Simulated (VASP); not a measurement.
# Sn (P6_3/mmc) in VASP: further runs, part 2 of 2

VASP 6.6.1. The steps go on from the part before.

### Step 3. Single point, PBEsol (volume scaled by 1.04)

Input file INCAR:

```
PREC = Accurate ; ENCUT = 520
EDIFF = 1E-7 ; ISMEAR = -1
SIGMA = 0.1 ; LREAL = False
LASPH = True ; NELM = 100
ALGO = Normal ; ISIF = 2
LWAVE = False ; LCHARG = True
GGA = PS ; LELF = True
LVHAR = True ; NBANDS = 36
```

Input file KPOINTS:

```
regular mesh
0
Gamma
  12 12 4
```

Input file POSCAR:

```
Sn
1.0
    3.3701686476      0.0000000000      0.0000000000
   -1.6850843238      2.9186516639      0.0000000000
    0.0000000000      0.0000000000     11.1425859486
Sn
4
Direct
    1.0000000000      1.0000000000      0.0000000000
    1.0000000000      1.0000000000      0.5000000000
    0.3333333333      0.6666666667      0.2500000000
    0.6666666667      0.3333333333      0.7500000000
```

Potentials or basis: VASP PAW PBE potentials, release 64 (Sn_d).

Launch:

```
$ cat potpaw_PBE.64/Sn_d/POTCAR > POTCAR
$ mpirun -np 1 vasp_std > vasp.out
```

OUTCAR:

```text
PREC = Accurate
   ENCUT = 520
   EDIFF = 1E-7
   ISMEAR = -1
   LREAL = False
   LASPH = True
   NELM = 100
   ISIF = 2
   GGA = PS

 ion  position               nearest neighbor table
   1  0.000  0.000  0.000-   3 3.40   4 3.40   4 3.40   3 3.40   4 3.40   3 3.40
   2  0.000  0.000  0.500-   3 3.40   4 3.40   4 3.40   3 3.40   4 3.40   3 3.40
   3  0.333  0.667  0.250-   1 3.40   2 3.40   1 3.40   2 3.40   1 3.40   2 3.40
   4  0.667  0.333  0.750-   1 3.40   2 3.40   1 3.40   2 3.40   1 3.40   2 3.40

  LATTYP: Found a hexagonal cell.
 ALAT       =     3.3701686476
 C/A-ratio  =     3.3062398692

  Lattice vectors:

 A1 = (   3.3701686476,   0.0000000000,   0.0000000000)
 A2 = (  -1.6850843238,   2.9186516639,   0.0000000000)
 A3 = (   0.0000000000,   0.0000000000,  11.1425859486)

Analysis of symmetry for initial positions (statically):
=====================================================================
 Subroutine PRICEL returns:
 Original cell was already a primitive cell.

 Routine SETGRP: Setting up the symmetry group for a
 hexagonal supercell.

 Subroutine GETGRP returns: Found 24 space group operations
 (whereof 12 operations were pure point group operations)
 out of a pool of 24 trial point group operations.

The static configuration has the point symmetry D_3d.
 The point group associated with its full space group is D_6h.

Analysis of symmetry for dynamics (positions and initial velocities):
=====================================================================
 Subroutine PRICEL returns:
 Original cell was already a primitive cell.

 Routine SETGRP: Setting up the symmetry group for a
 hexagonal supercell.

 Subroutine GETGRP returns: Found 24 space group operations
 (whereof 12 operations were pure point group operations)
 out of a pool of 24 trial point group operations.

The dynamic configuration has the point symmetry D_3d.
 The point group associated with its full space group is D_6h.
[... 115 lines left out ...]
   NUPDOWN=      -1.0000    fix difference up-down
   EMIN   =  10.00;   EMAX   =-10.00  energy-range for DOS
   EFERMI =   0.00;   METHOD = LEGACY
   ISMEAR =    -1;   SIGMA  =   0.10  broadening in eV -4-tet -1-fermi 0-gaus
   EFERMI_NEDOS =   21; number of points for ismear=-14 and -15
   IALGO  =     38    algorithm
   IMIX   =      4    mixing-type and parameters
     AMIX     =   0.40;   BMIX     =  1.00
     AMIX_MAG =   1.60;   BMIX_MAG =  1.00
  volume/ion in A,a.u.               =      27.40       184.91
  Fermi-wavevector in a.u.,A,eV,Ry     =   1.308773  2.473222 23.305227  1.712886
  Thomas-Fermi vector in A             =   2.439417
   LORBIT       =      0    0 simple, 1 ext, 2 COOP (PROOUT), +10 PAW based schemes
   GGA     = PS    functional components
   LHFCALC =     F    Hartree Fock is set to
   AEXX    =    0.0000 exact exchange contribution
   IVDW    =     0    specifies the selected vdW correction
   LEPSILON=     F    determine dielectric tensor
   LRPA    =     F    only Hartree local field effects (RPA)
 non-spin polarized calculation
  energy-cutoff  :      520.00
  volume of cell :      109.60
 maximum number of plane-waves:      2993
 NGX is ok and might be reduce to    28
   NGX = 13   NGY = 13   NGZ = 41

 number of electron      56.0000005 magnetization

 Free energy of the ion-electron system (eV)
  ---------------------------------------------------
  ext. energy  EPLUGINS =         0.00000000
  ---------------------------------------------------
  free energy    TOTEN  =       -16.93424670 eV

  energy without entropy =      -16.84953083  energy(sigma->0) =      -16.89188876

 E-fermi :   7.8443     XC(G=0): -10.4653

 val. band max:        7.8311914707   @ k =   0.2500   0.1667   0.0000
 cond. band min:       7.8581594029   @ k =   0.4167   0.1667   0.0000
 fundamental gap:      0.0269679322
 Fermi energy:         7.8443305529

 k-point     1 :       0.0000    0.0000    0.0000
  band No.  band energies     occupation
      1     -13.5759      2.00000
      2     -13.5741      2.00000
      3     -13.5660      2.00000
      4     -13.5660      2.00000
      5     -13.5622      2.00000
      6     -13.5616      2.00000
[... 925 lines left out ...]
     35      12.5645      0.00000
     36      13.8779      0.00000

 [... further k-points ...]
[... 5 lines left out ...]
  --------------------------------------------------------------------------------------
  -------------------------------------------------------------------------------------
  Total       -1.2232340     -1.2232340     -1.3592333      0.0000000      0.0000000      0.0000000
  in kB      -17.8813478    -17.8813478    -19.8693978      0.0000000      0.0000000      0.0000000
  external PRESSURE =     -18.5440312 kB  Pullay stress =       0.0000000 kB

 VOLUME and BASIS-vectors are now :
 -----------------------------------------------------------------------------
  energy-cutoff  :      520.00
  volume of cell :      109.60
      direct lattice vectors                 reciprocal lattice vectors
     3.370168648  0.000000000  0.000000000     0.296721056  0.171311982  0.000000000
    -1.685084324  2.918651664  0.000000000     0.000000000  0.342623963  0.000000000
     0.000000000  0.000000000 11.142585949     0.000000000  0.000000000  0.089745774

 POSITION                                       TOTAL-FORCE (eV/Angst)
 -----------------------------------------------------------------------------------
      0.00000      0.00000      0.00000         0.000000     -0.000000     -0.000000
      0.00000      0.00000      5.57129         0.000000     -0.000000     -0.000000
     -0.00000      1.94577      2.78565         0.000000      0.000000     -0.000000
      1.68508      0.97288      8.35694        -0.000000     -0.000000      0.000000
 -----------------------------------------------------------------------------------
    total drift:                                0.000000     -0.000000      0.000000

  FREE ENERGIE OF THE ION-ELECTRON SYSTEM (eV)
  ---------------------------------------------------
  free  energy   TOTEN  =       -16.9342466981 eV

  energy  without entropy=      -16.8495308291  energy(sigma->0) =      -16.89188876
```

It took 2 min on 1 thread of Intel Xeon 6975P-C (Granite Rapids), shared host; peak memory 0.33 GiB.

Results:

```yaml
Free_energy: -16.9342 eV
Pressure: -1.9 GPa
Band_gap_on_the_k_mesh: zero (band 28 reaches 13.77 eV, above the bottom of band 29 at 5.40 eV)
```

Caveat: the PAW data sets were made with another functional, which shifts forces and pressure a little; spin-orbit coupling is left out, which moves the levels of the heavy elements.

### Step 4. Single point, PBEsol (volume scaled by 1.08)

Input file INCAR:

```
SYSTEM = Sn
PREC = Accurate
ENCUT = 520
EDIFF = 1E-6
ISMEAR = -1
SIGMA = 0.1
LREAL = .FALSE.
LASPH = .TRUE.
NELM = 80
ALGO = Normal
ISIF = 2
LWAVE = .FALSE.
LCHARG = .TRUE.
GGA = PS
LELF = .TRUE.
LVHAR = .TRUE.
NBANDS = 36
```

Input file KPOINTS:

```
regular mesh
0
G
  12 12 4
  0 0 0
```

Input file POSCAR:

```
Sn
1.0
    3.4128335395      0.0000000000      0.0000000000
   -1.7064167698      2.9556005441      0.0000000000
    0.0000000000      0.0000000000     11.2836463151
Sn
4
Direct
    1.0000000000      1.0000000000      0.0000000000
    1.0000000000      1.0000000000      0.5000000000
    0.3333333333      0.6666666667      0.2500000000
    0.6666666667      0.3333333333      0.7500000000
```

Launch:

```
$ cat potpaw_PBE.64/Sn_d/POTCAR > POTCAR
$ mpirun -np 1 vasp_std > vasp.out
```

Run time: 1.7 min. Hardware: 1 thread of Intel Xeon 6975P-C (Granite Rapids), shared host; peak memory 0.33 GiB.

The run converged. Its results:

```
Free energy            : -16.8659 eV
Pressure               : -3.4 GPa
Band gap on the k mesh : zero (band 28 reaches 13.10 eV, above the bottom of band 29 at 5.07 eV)
```

Stress tensor (GPa, compression positive):
```
-3.38  0.00  0.00
 0.00 -3.38  0.00
 0.00  0.00 -3.53
```

Levels at points of the mesh, in eV from the Fermi level:
| k point | band 24 | band 25 | band 26 | band 27 | band 28 | band 29 | band 30 | band 31 | band 32 | band 33 |
| --- | --- | --- | --- | --- | --- | --- | --- | --- | --- | --- |
| (0.00, 0.00, 0.00) | -6.83 | -4.40 | 0.78 | 0.79 | 5.65 | 5.65 | 6.35 | 6.35 | 6.45 | 6.45 |
| (0.50, 0.00, 0.00) | -5.31 | -4.17 | -3.89 | -2.09 | -1.70 | -0.26 | 0.54 | 2.13 | 3.38 | 3.39 |
| (0.00, 0.00, 0.50) | -8.12 | -2.49 | -2.49 | 4.53 | 4.53 | 5.86 | 5.86 | 5.86 | 5.86 | 7.04 |
| (0.50, 0.00, 0.50) | -5.74 | -3.40 | -3.40 | -2.84 | -2.84 | 1.29 | 1.29 | 2.45 | 2.45 | 2.68 |

Caveat: the PAW data sets were made with another functional, which shifts forces and pressure a little; spin-orbit coupling is left out, which moves the levels of the heavy elements.

### Step 5. The runs side by side

```csv
task,cell,k mesh,cutoff (eV),gap on the mesh (eV),pressure (GPa)
relaxation of cell and atoms,"relaxed from a = 3.410, b = 3.410, c = 11.137 Å, angles 90.0, 90.0, 120.0°, 4 atoms",11 × 11 × 3,600,none,0.0
single point,"a = 3.370, b = 3.370, c = 11.143 Å, angles 90.0, 90.0, 120.0°, 4 atoms",12 × 12 × 4,520,none,-1.9
single point,"a = 3.413, b = 3.413, c = 11.284 Å, angles 90.0, 90.0, 120.0°, 4 atoms",12 × 12 × 4,520,none,-3.4
```

Alike in all rows: level PBEsol; potentials or basis VASP PAW PBE potentials, release 64 (Sn_d); no spin polarisation; smearing fermi-dirac 0.1 eV.

Caveats: the PAW data sets were made with another functional, which shifts forces and pressure a little; spin-orbit coupling is left out, which moves the levels of the heavy elements.

Absolute energies hang on the potentials; compare differences alone.
